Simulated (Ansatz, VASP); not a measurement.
**F in VASP and in Ansatz**

```
CELL_PARAMETERS angstrom
3.07127 -1.76517 -0.23688
3.07127 1.76517 -0.23688
-2.30936 0.00000 7.06900
ATOMIC_POSITIONS crystal
F 0.08485 0.08485 0.10599
F 0.91515 0.91515 0.89401
F 0.50157 0.50157 0.59372
F 0.49843 0.49843 0.40628
```

Alike in both runs: task single point; functional PBEsol; k mesh 4 × 4 × 2; occupations gaussian, width 0.05 eV; no spin polarisation.

```csv
,VASP,Ansatz
version,VASP 6.6.1,Ansatz 0.2.0
potentials or method,"VASP PAW PBE potentials, release 64 (F), cutoff 520 eV","scalar-relativistic, plane waves, PAW"
valence electrons in the cell,28,28
```

Ansatz gave:

- gap on the k mesh at the Fermi level (eV): 2.00
- least direct gap on the mesh (eV): 2.09
- pressure (GPa): -2.8
- traceless stress, the component that is largest in VASP (GPa): -3.71
- rms of the force components (eV/Å): 1.196

**Question.** Which values does VASP return?

**Answer.** gap on the k mesh at the Fermi level (eV): 1.95; least direct gap on the mesh (eV): 2.05; pressure (GPa): -2.6; traceless stress, the component that is largest in VASP (GPa): -3.88; rms of the force components (eV/Å): 1.159.

VASP's potentials were made for PBE, not for PBEsol. Atom by atom the forces differ by 0.209 eV/Å (rms over components).

The k mesh is coarse, so the values compare programs but aren't converged.
